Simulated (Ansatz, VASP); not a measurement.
One calculation of KTaO3, two programs

```xyz
5
Lattice="3.9883 -0.0399 -0.0399 -0.0399 3.9883 -0.0399 -0.0399 -0.0399 3.9883" Properties=species:S:1:pos:R:3 pbc="T T T"
K     1.9543    1.9543    1.9543
Ta    0.0000    0.0000    0.0000
O     1.9942   -0.0199   -0.0199
O    -0.0199    1.9942   -0.0199
O    -0.0199   -0.0199    1.9942
```

Change from the starting cell: equal xy, yz and zx shear strains of -2 %, crystal datasets.

Alike in both runs: task electric field gradients; functional PBE; k mesh 5 × 5 × 5; occupations fermi-dirac, width 0.01 eV; no spin polarisation.

|  | VASP | Ansatz |
| --- | --- | --- |
| version | VASP 6.6.1 | Ansatz 0.2.0 |
| potentials or method | VASP PAW PBE potentials, release 64 (K_sv, Ta_pv, O), cutoff 520 eV | all-electron PAW with datasets made for the crystal, scalar-relativistic |

|  | VASP | Ansatz | Ansatz less VASP |
| --- | --- | --- | --- |
| gap on the k mesh at the Fermi level (eV) | 2.21 | 2.26 | +0.056 |
| pressure (GPa) | 6.1 | 5.5 | -0.60 |
| traceless stress, the component that is largest in VASP (GPa) | 2.02 | 2.02 | -0.005 |
| size of Vzz on the site where it differs most (V/Å²) | 45.7 | 50.8 | +5.03 |

Ansatz ran all-electron here, and VASP with PAW potentials.

Neither program's run includes spin-orbit coupling.
